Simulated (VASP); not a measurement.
A run of VASP 6.6.1:

Contents of INCAR:

```
ALGO = Normal ; EDIFF = 1E-6
EDIFFG = -0.01 ; ENCUT = 600
GGA = PS ; IBRION = 2
ISIF = 3 ; ISMEAR = -1
LASPH = True ; LCHARG = False
LREAL = False ; LWAVE = False
NELM = 60 ; NSW = 80
PREC = Accurate ; SIGMA = 0.1
```

The input KPOINTS:

```
k-points
0
Gamma
  13 13 13
```

File POSCAR:

```
Al
1.0
    0.0000000000      2.0247900000      2.0247900000
    2.0247900000      0.0000000000      2.0247900000
    2.0247900000      2.0247900000      0.0000000000
Al
1
Direct
    0.0000000000      0.0000000000      0.0000000000
```

Potentials or basis: VASP PAW PBE potentials, release 64 (Al).

Command:

```bash
$ cat potpaw_PBE.64/Al/POTCAR > POTCAR
$ mpirun -np 1 vasp_std > vasp.out
```

Hardware: 1 thread of Intel(R) Xeon(R) 6975P-C (Granite Rapids), on a shared host.

**Question.** Estimate the wall time of this run.

**Answer.** Wall time 4.4 s on 1 thread of Intel(R) Xeon(R) 6975P-C (Granite Rapids) (shared host), peak memory 0.13 GiB. Counts: scf iterations 18, k points 84, ion steps 3.
